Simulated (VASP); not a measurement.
Input of a VASP 6.6.1 run:

Contents of POSCAR:

```
Sn
1.0
    0.0000000000      3.0021800000      3.2456000000
    3.4890200000      0.0000000000      3.2456000000
    3.4890200000      3.0021800000      0.0000000000
Sn
2
Direct
    0.5000000000      0.5000000000      0.5000000000
    0.7500000000      0.7500000000      0.7500000000
```

Contents of INCAR.step1:

```
PREC = Accurate
ENCUT = 520
ISMEAR = 0
SIGMA = 0.15
LREAL = False
LASPH = True
NELM = 80
NBANDS = 21
GGA = PE
ALGO = Normal
EDIFF = 1E-4
LWAVE = True
LCHARG = False
```

INCAR.step2

```
PREC = Accurate
ENCUT = 520
EDIFF = 1E-6
ISMEAR = 0
SIGMA = 0.15
LREAL = False
LASPH = True
NELM = 80
ALGO = Normal
ISIF = 2
LWAVE = False
LCHARG = False
METAGGA = R2SCAN
LMIXTAU = True
NBANDS = 21
ISTART = 1
```

Contents of KPOINTS:

```
Automatic mesh
0
Gamma
  12 12 12
```

Potentials or basis: VASP PAW PBE potentials, release 64 (Sn_d).

Command:

```bash
$ cat potpaw_PBE.64/Sn_d/POTCAR > POTCAR
$ cp INCAR.step1 INCAR
$ mpirun -np 1 vasp_std > vasp.out
$ cp INCAR.step2 INCAR
$ mpirun -np 1 vasp_std > vasp.out
```

What does it give for the band gap on the k mesh?

Zero (bands 14 and 15 overlap by 0.23 eV).

What does it give for the pressure?

1.7 GPa.

Stress tensor (GPa, compression positive):
```
-1.14  0.00  0.00
 0.00  3.96  0.00
 0.00  0.00  2.37
```

Caveat: the cell differs from its parent crystal (strain +0.0750 x Voigt [1, -1, 0, 0, 0, 0]); the PAW data sets were made with another functional, which shifts forces and pressure a little; spin-orbit coupling is left out, which moves the levels of the heavy elements.
